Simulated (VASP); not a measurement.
# LiF (P1) in VASP: notebook, part 2 of 2

VASP 6.6.1. Earlier steps stand in the parts before.

### Step 3. Single point, PBE

INCAR

```
SYSTEM = LiF
PREC = Accurate
ENCUT = 520
EDIFF = 1E-6
ISMEAR = 0
SIGMA = 0.05
LREAL = .FALSE.
LASPH = .TRUE.
NELM = 80
ALGO = Normal
ISIF = 2
LWAVE = .FALSE.
LCHARG = .FALSE.
GGA = PE
NBANDS = 30
```

KPOINTS

```
regular mesh
0
G
  8 6 4
  0 0 0
```

POSCAR

```
LiF
1.0
   -3.1605840920      0.0148305941     -0.0298352172
   -0.0468265877      0.0029492565     -4.9061457127
    0.0256873424     -5.3473156025      0.0032546918
Li F
4 4
Direct
    0.4980838134      0.6192518212      0.1678581303
   -0.0020454933      0.6191351080      0.6677850923
    0.9997277535      0.1192501782      0.3322660161
    0.4996235603      0.1191722377      0.8323079051
    0.4999159530      0.0057569719      0.1687113348
   -0.0002453707      0.0058471489      0.6687415699
    1.0025158561      0.5057365268      0.3311370949
    0.5024239275      0.5058580073      0.8311928565
```

Potentials or basis: VASP PAW PBE potentials, release 64 (Li_sv, F).

The run is started by

```bash
> cat potpaw_PBE.64/Li_sv/POTCAR potpaw_PBE.64/F/POTCAR > POTCAR
> mpirun -np 1 vasp_std > vasp.out
```

OUTCAR:

```text
SYSTEM = LiF
   PREC = Accurate
   ENCUT = 520
   EDIFF = 1E-6
   ISMEAR = 0
   LREAL = .FALSE.
   LASPH = .TRUE.
   NELM = 80
   ISIF = 2
   GGA = PE

 ion  position               nearest neighbor table
   1  0.498  0.619  0.168-   8 1.88   7 1.89   7 1.89   5 1.90
   2  0.998  0.619  0.668-   7 1.88   8 1.89   8 1.89   6 1.90
   3  1.000  0.119  0.332-   6 1.88   5 1.89   5 1.89   7 1.90
   4  0.500  0.119  0.832-   5 1.88   6 1.89   6 1.89   8 1.90
   5  0.500  0.006  0.169-   4 1.88   3 1.89   3 1.89   1 1.90
   6  1.000  0.006  0.669-   3 1.88   4 1.89   4 1.89   2 1.90
   7  0.003  0.506  0.331-   2 1.88   1 1.89   1 1.89   3 1.90
   8  0.502  0.506  0.831-   1 1.88   2 1.89   2 1.89   4 1.90

  LATTYP: Found a triclinic cell.
 ALAT       =     8.3185584119
 B/A-ratio  =     0.3799648382
 C/A-ratio  =     1.4138134071
 COS(alpha) =     0.0007197879
 COS(beta)  =     0.5847628518
 COS(gamma) =     0.7660373171

  Lattice vectors:

[... 192 lines left out ...]
 val. band max:       -2.6622116855   @ k =   0.0000   0.0000   0.0000
 cond. band min:       4.9251592212   @ k =   0.0000   0.0000   0.0000
 fundamental gap:      7.5873709067
 Fermi energy:        -2.4622629676

 k-point     1 :       0.0000    0.0000    0.0000
  band No.  band energies     occupation
      1     -43.2197      2.00000
      2     -43.1890      2.00000
      3     -43.1862      2.00000
      4     -43.1785      2.00000
      5     -22.0297      2.00000
      6     -21.8596      2.00000
[... 781 lines left out ...]
     29      15.2579      0.00000
     30      15.4100      0.00000

 [... further k-points ...]

------------------------ aborting loop because EDIFF is reached ----------------------------------------

  FORCE on cell =-STRESS in cart. coord.  units (eV):
  Direction    XX          YY          ZZ          XY          YZ          ZX
  --------------------------------------------------------------------------------------
  -------------------------------------------------------------------------------------
  Total       -0.3438307      0.1678281     -0.1156381      0.1143440      0.0175357     -0.2472066
  in kB       -6.6444760      3.2432524     -2.2346892      2.2096797      0.3388740     -4.7772302
  external PRESSURE =      -1.8786376 kB  Pullay stress =       0.0000000 kB

 VOLUME and BASIS-vectors are now :
 -----------------------------------------------------------------------------
  energy-cutoff  :      520.00
  volume of cell :       82.91
      direct lattice vectors                 reciprocal lattice vectors
    -3.160584092  0.014830594 -0.029835217    -0.316432839 -0.001518237  0.003019273
    -0.046826588  0.002949257 -4.906145713     0.001923708 -0.000114831 -0.203844418
     0.025687342 -5.347315603  0.003254692    -0.000876554 -0.187013995 -0.000104054

 POSITION                                       TOTAL-FORCE (eV/Angst)
 -----------------------------------------------------------------------------------
     -1.59892     -0.88838     -3.05245         0.002670     -0.001233      0.000155
     -3.16596     -3.55423     -3.06517         0.002023     -0.003649     -0.002457
     -3.15677     -1.76155     -0.61380         0.001033      0.003353      0.001292
     -1.56330     -4.44285     -0.59687         0.001210      0.004061     -0.001175
     -1.57596     -0.89472     -0.04261         0.000013     -0.004369     -0.001230
     -3.14290     -3.56113     -0.05634        -0.000927     -0.001955      0.001126
     -0.02313     -1.76917     -2.48021        -0.003163      0.001162     -0.000346
     -1.59029     -4.43571     -2.49410        -0.002858      0.002630      0.002635
 -----------------------------------------------------------------------------------
    total drift:                               -0.001705      0.000216     -0.010341

  FREE ENERGIE OF THE ION-ELECTRON SYSTEM (eV)
  ---------------------------------------------------
  free  energy   TOTEN  =       -38.5951025269 eV

  energy  without entropy=      -38.5951025269  energy(sigma->0) =      -38.59510253
```

OSZICAR:

```text
N       E                     dE             d eps       ncg     rms          rms(c)
DAV:   1     0.323573060624E+03    0.32357E+03   -0.20882E+04  6008   0.146E+03
DAV:   2    -0.988590039317E+01   -0.33346E+03   -0.32240E+03  6696   0.382E+02
DAV:   3    -0.344784385730E+02   -0.24593E+02   -0.24369E+02  8022   0.933E+01
DAV:   4    -0.413635208356E+02   -0.68851E+01   -0.68678E+01 10980   0.287E+01
DAV:   5    -0.414456638556E+02   -0.82143E-01   -0.82140E-01  7486   0.483E+00    0.104E+01
DAV:   6    -0.384299117524E+02    0.30158E+01   -0.98776E+00  6804   0.184E+01    0.330E+00
DAV:   7    -0.385138057966E+02   -0.83894E-01   -0.63198E-01  8176   0.333E+00    0.218E+00
DAV:   8    -0.385904938154E+02   -0.76688E-01   -0.12190E-01  6788   0.287E+00    0.517E-01
DAV:   9    -0.385926047500E+02   -0.21109E-02   -0.29229E-02  7766   0.940E-01    0.129E-01
DAV:  10    -0.385950513793E+02   -0.24466E-02   -0.38207E-03  7298   0.328E-01    0.292E-02
DAV:  11    -0.385951027437E+02   -0.51364E-04   -0.15028E-04  8154   0.697E-02    0.160E-02
DAV:  12    -0.385951027991E+02   -0.55396E-07   -0.16303E-05  7698   0.242E-02    0.255E-03
DAV:  13    -0.385951025269E+02    0.27223E-06   -0.16709E-06  6640   0.817E-03
   1 F= -.38595103E+02 E0= -.38595103E+02  d E =-.168029E-10
```

stdout:

```text
POSCAR found type information on POSCAR LiF
 POSCAR found :  2 types and       8 ions
 scaLAPACK will be used
 LDA part: xc-table for (Slater+PW92), standard interpolation
 POSCAR, INCAR and KPOINTS ok, starting setup
 FFT: planning ... GRIDC
 FFT: planning ... GRID_SOFT
 FFT: planning ... GRID
 WAVECAR not read
 entering main loop
```

Wall time 4.4 min (1 thread of AMD EPYC 7R43 (Zen 3), shared host); peak memory 0.26 GiB.

Results:

| Item | Value |
| --- | --- |
| Free energy | -38.5951 eV |
| Largest force | 0.005 eV/Å |
| Band gap on the k mesh | 7.59 eV |

Forces on the atoms (eV/Å):
```
Li   0.003 -0.001  0.000
Li   0.002 -0.004 -0.002
Li   0.001  0.003  0.001
Li   0.001  0.004 -0.001
F    0.000 -0.004 -0.001
F   -0.001 -0.002  0.001
F   -0.003  0.001  0.000
F   -0.003  0.003  0.003
```

Caveat: the cutoff is under 1.25 times the usual one of these potentials, so pressure, stress and relaxed cells hold a basis-set (Pulay) error.
